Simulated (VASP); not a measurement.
A run of VASP 6.6.1 is set up as follows.

Contents of INCAR:

```
PREC = Accurate
ENCUT = 600
EDIFF = 1E-6
ISMEAR = 0
SIGMA = 0.1
LREAL = F
LASPH = T
NELM = 100
ALGO = Normal
ISIF = 3
LWAVE = F
LCHARG = F
GGA = PE
IBRION = 2
NSW = 90
EDIFFG = -0.04
```

Contents of KPOINTS:

```
regular mesh
0
Gamma
  6 6 2
```

Contents of POSCAR:

```
Al5Cu
1.0
    2.7772001600      0.0000000000      0.0000000000
    0.0000000000      2.7772001600      0.0000000000
    0.0000000000      0.0000000000     11.7826624100
Al Cu
5 1
Direct
    0.0000000000      0.0000000000      0.8333333300
    0.5000000000      0.5000000000      0.0000000000
    0.0000000000      0.0000000000      0.1666666700
    0.5000000000      0.5000000000      0.3333333300
    0.5000000000      0.5000000000      0.6666666700
    0.0000000000      0.0000000000      0.5000000000
```

Potentials or basis: VASP PAW PBE potentials, release 64 (Al, Cu).

The run is started by

```console
$ cat potpaw_PBE.64/Al/POTCAR potpaw_PBE.64/Cu/POTCAR > POTCAR
$ mpirun -np 1 vasp_std > vasp.out
```

Q: Predict the relaxed cell.

A: a = 2.861 Å, b = 2.861 Å, c = 11.391 Å, α = 90.00°, β = 90.00°, γ = 90.00°.

Q: What does it give for the relaxed volume?

A: 15.53 Å³/atom.

Final structure:
```yaml
crystal:
  lattice:
    - [2.86051, 0.00000, 0.00000]
    - [0.00000, 2.86051, 0.00000]
    - [0.00000, 0.00000, 11.39121]
  atoms:
    - { symbol: Al, position: [0.00000, 0.00000, 0.82317] }
    - { symbol: Al, position: [0.50000, 0.50000, 0.00000] }
    - { symbol: Al, position: [0.00000, 0.00000, 0.17683] }
    - { symbol: Al, position: [0.50000, 0.50000, 0.35387] }
    - { symbol: Al, position: [0.50000, 0.50000, 0.64613] }
    - { symbol: Cu, position: [0.00000, 0.00000, 0.50000] }
```

Caveat: the k points lie up to 0.37 Å⁻¹ apart in the final cell; the highest band is partly filled, so the run has too few bands.
